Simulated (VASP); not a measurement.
# Al (Fmmm) in VASP: notebook

Al is run at these levels: r2SCAN; tasks: single point.

All numbers are computed with VASP 6.6.1; they aren't measurements. Logs are shortened: lines on timing, memory, paths and dates and some standing lists are left out, and cuts for length are marked.

## Step 1: The cell of the first run

The structure is orthorhombic, space group Fmmm (No. 69). Conventional cell: a = 4.028 Å, b = 4.048 Å, c = 4.068 Å, α = 90.00°, β = 90.00°, γ = 90.00°. Al (site symmetry mmm) has 12 Al at 2.86 to 2.87 Å within 3.8 Å.

## Step 2: Single point, r2SCAN (strain +0.0050 x Voigt [1, -1, 0, 0, 0, 0])

Input file POSCAR:

```
Al
1.0
    0.0000000000      2.0138601000      2.0239800000
    2.0340999000      0.0000000000      2.0239800000
    2.0340999000      2.0138601000      0.0000000000
Al
1
Direct
    0.0000000000      0.0000000000      0.0000000000
```

Input file INCAR.step1:

```
SYSTEM = Al
ALGO = Normal
EDIFF = 1E-4
ENCUT = 520
GGA = PE
ISMEAR = 0
LASPH = .TRUE.
LCHARG = .FALSE.
LREAL = .FALSE.
LWAVE = .TRUE.
NBANDS = 8
NELM = 80
PREC = Accurate
SIGMA = 0.15
```

Input file INCAR.step2:

```
SYSTEM = Al
ALGO = Normal
EDIFF = 1E-6
ENCUT = 520
ISIF = 2
ISMEAR = 0
ISTART = 1
LASPH = .TRUE.
LCHARG = .TRUE.
LELF = .TRUE.
LMIXTAU = .TRUE.
LREAL = .FALSE.
LVHAR = .TRUE.
LWAVE = .FALSE.
METAGGA = R2SCAN
NBANDS = 8
NELM = 80
PREC = Accurate
SIGMA = 0.15
```

Input file KPOINTS:

```
k-points
0
G
  20 20 20
  0 0 0
```

Potentials or basis: VASP PAW PBE potentials, release 64 (Al).

Started as:

```
$ cat potpaw_PBE.64/Al/POTCAR > POTCAR
$ cp INCAR.step1 INCAR
$ mpirun -np 1 vasp_std > vasp.out
$ cp INCAR.step2 INCAR
$ mpirun -np 1 vasp_std > vasp.out
```

OUTCAR:

```text
SYSTEM = Al
   EDIFF = 1E-6
   ENCUT = 520
   ISIF = 2
   ISMEAR = 0
   ISTART = 1
   LASPH = .TRUE.
   LREAL = .FALSE.
   METAGGA = R2SCAN
   NELM = 80
   PREC = Accurate

 ion  position               nearest neighbor table
   1  0.000  0.000  0.000-

  LATTYP: Found a face centered orthorhombic cell.
 ALAT       =     4.0277202000
 B/A-ratio  =     1.0050251256
 C/A-ratio  =     1.0100502513

  Lattice vectors:

 A1 = (  -2.0340999000,   0.0000000000,  -2.0239800000)
 A2 = (  -2.0340999000,   2.0138601000,   0.0000000000)
 A3 = (   0.0000000000,   2.0138601000,  -2.0239800000)

Analysis of symmetry for initial positions (statically):
=====================================================================
 Subroutine PRICEL returns:
 Original cell was already a primitive cell.

 Routine SETGRP: Setting up the symmetry group for a
 face centered orthorhombic supercell.

 Subroutine GETGRP returns: Found  8 space group operations
 (whereof  8 operations were pure point group operations)
 out of a pool of  8 trial point group operations.

The static configuration has the point symmetry D_2h.

Analysis of symmetry for dynamics (positions and initial velocities):
=====================================================================
 Subroutine PRICEL returns:
 Original cell was already a primitive cell.

 Routine SETGRP: Setting up the symmetry group for a
 face centered orthorhombic supercell.

 Subroutine GETGRP returns: Found  8 space group operations
 (whereof  8 operations were pure point group operations)
 out of a pool of  8 trial point group operations.

The dynamic configuration has the point symmetry D_2h.

 Subroutine INISYM returns: Found  8 space group operations
 (whereof  8 operations are pure point group operations),
 and found     1 'primitive' translations

----------------------------------------------------------------------------------------

                                     Primitive cell

  volume of cell :      16.5820

  direct lattice vectors                    reciprocal lattice vectors
     0.000000000  2.013860100  2.023980000    -0.245808969  0.248279411  0.247038014
     2.034099900  0.000000000  2.023980000     0.245808969 -0.248279411  0.247038014
     2.034099900  2.013860100  0.000000000     0.245808969  0.248279411 -0.247038014

  length of vectors
     2.855193083  2.869504738  2.862375745     0.427893089  0.427893089  0.427893089

  position of ions in fractional coordinates (direct lattice)
     0.000000000  0.000000000  0.000000000

  ion indices of the primitive-cell ions
   primitive index   ion index
                 1           1

----------------------------------------------------------------------------------------

 KPOINTS: k-points

Automatic generation of k-mesh.
 Grid dimensions read from file:
 generate k-points for:   20   20   20

 Generating k-lattice:

  Cartesian coordinates                     Fractional coordinates (reciprocal lattice)
    -0.012290448  0.012413971  0.012351901     0.050000000  0.000000000  0.000000000
     0.012290448 -0.012413971  0.012351901    -0.000000000  0.050000000 -0.000000000
     0.012290448  0.012413971 -0.012351901     0.000000000  0.000000000  0.050000000

  Length of vectors
     0.021394654  0.021394654  0.021394654

  Shift w.r.t. Gamma in fractional coordinates (k-lattice)
     0.000000000  0.000000000  0.000000000

 Subroutine IBZKPT returns following result:
 ===========================================

 Found   1166 irreducible k-points:

 Following reciprocal coordinates:
            Coordinates               Weight
  0.000000  0.000000  0.000000      1.000000
  0.050000  0.000000  0.000000      8.000000
  0.100000  0.000000  0.000000      8.000000
  0.150000  0.000000 -0.000000      8.000000
  0.200000  0.000000  0.000000      8.000000
  0.250000  0.000000  0.000000      8.000000
[... 16 lines left out ...]
 -0.400000  0.050000 -0.000000      8.000000
 -0.350000  0.050000 -0.000000      8.000000
 [... further k-points ...]
   k-points           NKPTS =   1166   k-points in BZ     NKDIM =   1166   number of bands    NBANDS=      8
   number of dos      NEDOS =    301   number of ions     NIONS =      1
   total plane-waves  NPLWV =  13824
   dimension x,y,z NGX =    24 NGY =   24 NGZ =   24
   dimension x,y,z NGXF=    48 NGYF=   48 NGZF=   48
   ions per type =               1
   NGX,Y,Z   is equivalent  to a cutoff of  13.97, 13.90, 13.94 a.u.
   NGXF,Y,Z  is equivalent  to a cutoff of  27.95, 27.81, 27.88 a.u.
 SYSTEM =  Al
   PREC   = accura    normal or accurate (medium, high low for compatibility)
   ISTART =      1    job   : 0-new  1-cont  2-samecut
   ICHARG =      0    charge: 1-file 2-atom 10-const
   ISPIN  =      1    spin polarized calculation?
   LNONCOLLINEAR =      F non collinear calculations
   LSORBIT =      F    spin-orbit coupling
   LASPH  =      T    aspherical Exc in radial PAW
   ENCUT  =  520.0 eV  38.22 Ry    6.18 a.u.   5.31  5.34  5.32*2*pi/ulx,y,z
   NELM   =     80;   NELMIN=  2; NELMDL=  0     # of ELM steps
   EDIFF  = 0.1E-05   stopping-criterion for ELM
   LREAL  =      F    real-space projection
   EDIFFG = 0.1E-04   stopping-criterion for IOM
   NSW    =      0    number of steps for IOM
   IBRION =     -1    ionic relax: 0-MD 1-quasi-New 2-CG
   NFREE  =      0    steps in history (QN), initial steepest desc. (CG)
   ISIF   =      2    stress and relaxation
   ISYM   =      2    0-nonsym 1-usesym 2-fastsym
   POTIM  = 0.5000    time-step for ionic-motion
   TEBEG  =    0.0;   TEEND  =   0.0 temperature during run
   PSTRESS=    0.0 pullay stress
   NELECT =       3.0000    total number of electrons
   NUPDOWN=      -1.0000    fix difference up-down
   EMIN   =  10.00;   EMAX   =-10.00  energy-range for DOS
   EFERMI =   0.00;   METHOD = LEGACY
   ISMEAR =     0;   SIGMA  =   0.15  broadening in eV -4-tet -1-fermi 0-gaus
   EFERMI_NEDOS =   21; number of points for ismear=-14 and -15
   IALGO  =     38    algorithm
   IMIX   =      4    mixing-type and parameters
     AMIX     =   0.40;   BMIX     =  1.00
     AMIX_MAG =   1.60;   BMIX_MAG =  1.00
  volume/ion in A,a.u.               =      16.58       111.90
  Fermi-wavevector in a.u.,A,eV,Ry     =   0.925911  1.749718 11.664431  0.857311
  Thomas-Fermi vector in A             =   2.051817
   LORBIT       =      0    0 simple, 1 ext, 2 COOP (PROOUT), +10 PAW based schemes
   METAGGA = R2SCAN    functional components
   LHFCALC =     F    Hartree Fock is set to
   AEXX    =    0.0000 exact exchange contribution
   IVDW    =     0    specifies the selected vdW correction
   LEPSILON=     F    determine dielectric tensor
   LRPA    =     F    only Hartree local field effects (RPA)
 non-spin polarized calculation
 Gauss-broadening in eV      SIGMA  =   0.15
  energy-cutoff  :      520.00
  volume of cell :       16.58
 maximum number of plane-waves:       459
 NGX is ok and might be reduce to    24
   NGX = 11   NGY = 11   NGZ = 11

 number of electron       3.0000000 magnetization

 Free energy of the ion-electron system (eV)
  ---------------------------------------------------
  ext. energy  EPLUGINS =         0.00000000
  ---------------------------------------------------
  free energy    TOTEN  =        -6.73131353 eV

  energy without entropy =       -6.72703310  energy(sigma->0) =       -6.72917332

 E-fermi :   8.0134     XC(G=0): -10.8889

 val. band max:        8.0110819908   @ k =  -0.3500   0.2000   0.4500
 cond. band min:       8.0166630408   @ k =  -0.2000   0.4000   0.3000
 fundamental gap:      0.0055810500
 Fermi energy:         8.0134455614

 k-point     1 :       0.0000    0.0000    0.0000
  band No.  band energies     occupation
      1      -3.8387      2.00000
      2      21.2041      0.00000
      3      21.2616      0.00000
      4      21.3184      0.00000
      5      23.0994      0.00000
      6      23.1183      0.00000
      7      23.1367      0.00000
      8      25.2920      0.00000

 k-point     2 :       0.0500    0.0000    0.0000
  band No.  band energies     occupation
      1      -3.7666      2.00000
      2      19.9318      0.00000
      3      20.9869      0.00000
      4      21.0546      0.00000
      5      23.4612      0.00000
      6      23.4829      0.00000
      7      23.6128      0.00000
      8      26.0766      0.00000

 k-point     3 :       0.1000    0.0000    0.0000
  band No.  band energies     occupation
      1      -3.5506      2.00000
      2      17.8469      0.00000
      3      20.5304      0.00000
      4      20.6076      0.00000
      5      23.6940      0.00000
      6      24.2398      0.00000
      7      24.2609      0.00000
      8      26.9648      0.00000

 k-point     4 :       0.1500    0.0000   -0.0000
  band No.  band energies     occupation
      1      -3.1914      2.00000
      2      15.7091      0.00000
      3      20.0933      0.00000
      4      20.1849      0.00000
      5      23.5461      0.00000
      6      24.9960      0.00000
      7      25.0687      0.00000
      8      26.1497      0.00000

 k-point     5 :       0.2000    0.0000    0.0000
  band No.  band energies     occupation
      1      -2.6900      2.00000
      2      13.6207      0.00000
      3      19.7412      0.00000
      4      19.8494      0.00000
      5      23.3662      0.00000
      6      24.4571      0.00000
      7      24.7548      0.00000
      8      26.7262      0.00000
[... 177 lines left out ...]
 k-point    22 :      -0.4500    0.0500   -0.0000
  band No.  band energies     occupation
      1       2.3552      2.00000
      2       4.2481      2.00000
      3      18.2975      0.00000
      4      19.3590      0.00000
      5      20.8464      0.00000
      6      21.0372      0.00000
      7      24.3852      0.00000
      8      25.2736      0.00000

 k-point    23 :      -0.4000    0.0500   -0.0000
  band No.  band energies     occupation
      1       1.1426      2.00000
      2       5.7552      2.00000
      3      18.0258      0.00000
      4      19.9107      0.00000
      5      20.7579      0.00000
      6      21.4192      0.00000
      7      24.0571      0.00000
      8      25.8696      0.00000

 k-point    24 :      -0.3500    0.0500   -0.0000
  band No.  band energies     occupation
      1       0.0489      2.00000
      2       7.3948      2.00000
      3      17.8765      0.00000
      4      20.5578      0.00000
      5      20.6314      0.00000
      6      22.0998      0.00000
      7      23.8498      0.00000
      8      26.5703      0.00000

 [... further k-points ...]
[... 5 lines left out ...]
  --------------------------------------------------------------------------------------
  -------------------------------------------------------------------------------------
  Total       -0.4046735     -0.3797695     -0.3910868      0.0000000      0.0000000      0.0000000
  in kB      -39.1000710    -36.6938143    -37.7873052      0.0000000      0.0000000      0.0000000
  external PRESSURE =     -37.8603968 kB  Pullay stress =       0.0000000 kB

 VOLUME and BASIS-vectors are now :
 -----------------------------------------------------------------------------
  energy-cutoff  :      520.00
  volume of cell :       16.58
      direct lattice vectors                 reciprocal lattice vectors
     0.000000000  2.013860100  2.023980000    -0.245808969  0.248279411  0.247038014
     2.034099900  0.000000000  2.023980000     0.245808969 -0.248279411  0.247038014
     2.034099900  2.013860100  0.000000000     0.245808969  0.248279411 -0.247038014

 POSITION                                       TOTAL-FORCE (eV/Angst)
 -----------------------------------------------------------------------------------
      0.00000      0.00000      0.00000         0.000000      0.000000      0.000000
 -----------------------------------------------------------------------------------
    total drift:                               -0.000000      0.000000      0.000000

  FREE ENERGIE OF THE ION-ELECTRON SYSTEM (eV)
  ---------------------------------------------------
  free  energy   TOTEN  =        -6.7313135317 eV

  energy  without entropy=       -6.7270330991  energy(sigma->0) =       -6.72917332
```

Run time: 5.1 min. Hardware: 1 thread of AMD EPYC 9R45 (Zen 5), shared host; peak memory 0.21 GiB.

Results:

* Free energy: -6.7313 eV
* Pressure: -3.8 GPa
* Band gap on the k mesh: zero (an odd number of electrons rules out a gap without spin polarisation)

Caveat: the cell differs from its parent crystal (strain +0.0050 x Voigt [1, -1, 0, 0, 0, 0]); the cell stands under tension; the PAW data sets were made with another functional, which shifts forces and pressure a little.

## Step 3: Single point, r2SCAN (strain +0.0175 x Voigt [1, -1, 0, 0, 0, 0])

Input file POSCAR:

```
Al
1.0
    0.0000000000      1.9885603500      2.0239800000
    2.0593996500      0.0000000000      2.0239800000
    2.0593996500      1.9885603500      0.0000000000
Al
1
Direct
    0.0000000000      0.0000000000      0.0000000000
```

Input file INCAR.step1:

```
SYSTEM = Al
ALGO     = Normal         ! electronic algorithm
EDIFF    = 1E-4           ! SCF threshold, eV
ENCUT    = 520            ! plane-wave cutoff, eV
GGA      = PE             ! functional
ISMEAR   = 0              ! smearing method
LASPH    = .True.         ! aspherical terms in the spheres
LCHARG   = .False.        ! write CHGCAR
LREAL    = .False.        ! projectors in reciprocal space
LWAVE    = .True.         ! write WAVECAR
NBANDS   = 8              ! bands
NELM     = 80             ! most SCF steps
PREC     = Accurate       ! precision mode
SIGMA    = 0.15           ! smearing width, eV
```

Input file INCAR.step2:

```
SYSTEM = Al
ALGO     = Normal         ! electronic algorithm
EDIFF    = 1E-6           ! SCF threshold, eV
ENCUT    = 520            ! plane-wave cutoff, eV
ISIF     = 2              ! what is computed and relaxed
ISMEAR   = 0              ! smearing method
ISTART   = 1            
LASPH    = .True.         ! aspherical terms in the spheres
LCHARG   = .True.         ! write CHGCAR
LELF     = .True.         ! ELF
LMIXTAU  = .True.       
LREAL    = .False.        ! projectors in reciprocal space
LVHAR    = .True.       
LWAVE    = .False.        ! write WAVECAR
METAGGA  = R2SCAN         ! meta-GGA
NBANDS   = 8              ! bands
NELM     = 80             ! most SCF steps
PREC     = Accurate       ! precision mode
SIGMA    = 0.15           ! smearing width, eV
```

Input file KPOINTS:

```
k-points
0
Gamma
  20 20 20
  0 0 0
```

Potentials or basis: VASP PAW PBE potentials, release 64 (Al).

Started as:

```
$ cat potpaw_PBE.64/Al/POTCAR > POTCAR
$ cp INCAR.step1 INCAR
$ mpirun -np 1 vasp_std > vasp.out
$ cp INCAR.step2 INCAR
$ mpirun -np 1 vasp_std > vasp.out
```

Wall time 5.7 min (1 thread of AMD EPYC 9R45 (Zen 5), shared host); peak memory 0.22 GiB.

The run converged. Its results:

- Free energy: -6.7302 eV
- Pressure: -3.7 GPa
- Band gap on the k mesh: zero (an odd number of electrons rules out a gap without spin polarisation)

Stress tensor (GPa, compression positive):
```
-4.68  0.00  0.00
 0.00 -2.85  0.00
 0.00  0.00 -3.51
```

Levels at points of the mesh, in eV from the Fermi level:
```csv
k point,band 1,band 2,band 3,band 4,band 5
"(0.00, 0.00, 0.00)",-11.84,13.08,13.28,13.48,15.07
"(0.50, 0.00, 0.00)",-5.01,-4.56,11.65,11.81,12.37
"(0.50, 0.50, 0.00)",-3.18,-1.68,5.45,5.84,6.08
"(0.50, 0.00, 0.50)",-2.90,-1.30,5.22,5.54,5.67
"(0.00, 0.50, 0.50)",-3.45,-2.05,5.65,6.23,6.35
```

Caveat: the cell differs from its parent crystal (strain +0.0175 x Voigt [1, -1, 0, 0, 0, 0]); the cell stands under tension; the PAW data sets were made with another functional, which shifts forces and pressure a little.
